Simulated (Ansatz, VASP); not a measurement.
## One calculation of K3Ge, two programs

```
K Ge
1.0
     5.52619    0.00000    0.00000
     0.00000    5.52619    0.00000
     0.00000    0.00000    5.52595
K Ge
3 1
Direct
  0.00000 0.50000 0.50000
  0.50000 0.00000 0.50000
  0.50000 0.50000 0.00000
  0.00000 0.00000 0.00000
```

Alike in both runs: functional PBE; k mesh 8 × 8 × 8; occupations gaussian, width 0.1 eV; no spin polarisation.

Ansatz relaxed the structure, and its values are those at the end. VASP's run is a single point on that final structure, the one shown.

```csv
,VASP,Ansatz
version,VASP 6.6.1,Ansatz 0.2.0
potentials or method,"VASP PAW PBE potentials, release 64 (K_sv, Ge_d), cutoff 520 eV","scalar-relativistic, plane waves, PAW"
valence electrons in the cell,41,41
```

|  | VASP | Ansatz | Ansatz less VASP |
| --- | --- | --- | --- |
| gap on the k mesh at the Fermi level (eV) | none | none | - |
| pressure (GPa) | -0.1 | 0.0 | +0.08 |

A gap of «none» marks a metal or a gap that the smearing closes.
